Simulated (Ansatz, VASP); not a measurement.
# TiTe3: VASP beside Ansatz

Contents of POSCAR:

```
TiTe3
1.0
    6.5673630000      0.0000000000      0.0000000000
   -3.2836810000      5.6875060000      0.0000000000
    0.0000000000      0.0000000000      5.9867320000
Te Ti
6 2
Direct
    0.3170500000      0.0000000000      0.2500000000
    0.3170500000      0.3170500000      0.7500000000
    0.0000000000      0.3170500000      0.2500000000
    0.6829500000      0.0000000000      0.7500000000
    0.6829500000      0.6829500000      0.2500000000
    0.0000000000      0.6829500000      0.7500000000
    0.0000000000      0.0000000000      0.0000000000
    0.0000000000      0.0000000000      0.5000000000
```

File INCAR.step1:

```
  ALGO = Normal
  EDIFF = 1E-4
  ENCUT = 520
  GGA = PE
  ISMEAR = -1
  LASPH = True
  LCHARG = False
  LREAL = False
  LWAVE = True
  NBANDS = 40
  NELM = 80
  PREC = Accurate
  SIGMA = 0.1
```

The input INCAR.step2:

```
  ALGO = Normal
  EDIFF = 1E-6
  ENCUT = 520
  ISIF = 2
  ISMEAR = -1
  ISTART = 1
  LASPH = True
  LCHARG = False
  LMIXTAU = True
  LREAL = False
  LWAVE = False
  METAGGA = R2SCAN
  NBANDS = 40
  NELM = 80
  PREC = Accurate
  SIGMA = 0.1
```

Contents of KPOINTS:

```
k-points
0
Gamma
  3 3 3
```

Input for Ansatz:

```yaml
crystal:
  lattice:
    - [6.567363, 0.0, 0.0]
    - [-3.283681, 5.687506, 0.0]
    - [0.0, 0.0, 5.986732]
  atoms:
    - { symbol: Te, position: [0.31705, 0.0, 0.25] }
    - { symbol: Te, position: [0.31705, 0.31705, 0.75] }
    - { symbol: Te, position: [0.0, 0.31705, 0.25] }
    - { symbol: Te, position: [0.68295, 0.0, 0.75] }
    - { symbol: Te, position: [0.68295, 0.68295, 0.25] }
    - { symbol: Te, position: [0.0, 0.68295, 0.75] }
    - { symbol: Ti, position: [0.0, 0.0, 0.0] }
    - { symbol: Ti, position: [0.0, 0.0, 0.5] }
  symmetry: { tolerance: 0.0003 }
kpoints:
  mp_grid: { grid: [3, 3, 3], shift: [0, 0, 0] }
magnetization:
  spin_polarized: false
scf:
  occupations: { method: fermi_dirac }
hamiltonian:
  pseudopotentials: { kind: paw }
  xc: r2scan
basis:
  ecutwfc: 500
output:
  forces: true
  stress: true
  eigenvalues: true
  write_density: true
  write_potential: true
  elf: true
  volumetric_format: npy
```

Alike in both runs: task single point; functional r2SCAN; k mesh 3 × 3 × 3; no spin polarisation.

|  | VASP | Ansatz |
| --- | --- | --- |
| version | VASP 6.6.1 | Ansatz 0.2.0 |
| potentials or method | VASP PAW PBE potentials, release 64 (Te, Ti_sv), cutoff 520 eV | PAW plane waves |
| occupations | fermi-dirac, width 0.1 eV | fermi-dirac |
| valence electrons in the cell | 60 | 120 |

```tsv
	VASP	Ansatz	Ansatz less VASP
gap on the k mesh at the Fermi level (eV)	none	none	-
pressure (GPa)	10.5	10.4	-0.07
traceless stress, the component that is largest in VASP (GPa)	-1.66	-1.72	-0.062
rms of the force components (eV/Å)	1.237	1.228	-0.0092
```

VASP's potentials were made for PBE, not for r2SCAN. Atom by atom the forces differ by 0.009 eV/Å (rms over components). A gap of «none» marks a metal or a gap that the smearing closes. VASP's potentials hold 60 valence electrons a cell and Ansatz's 120, so a difference there can come from the potentials and not from the codes. Ansatz's warnings: structure snapped to symmetry.

The k mesh is coarse, so the values compare programs but aren't converged. Spin-orbit coupling is off throughout.
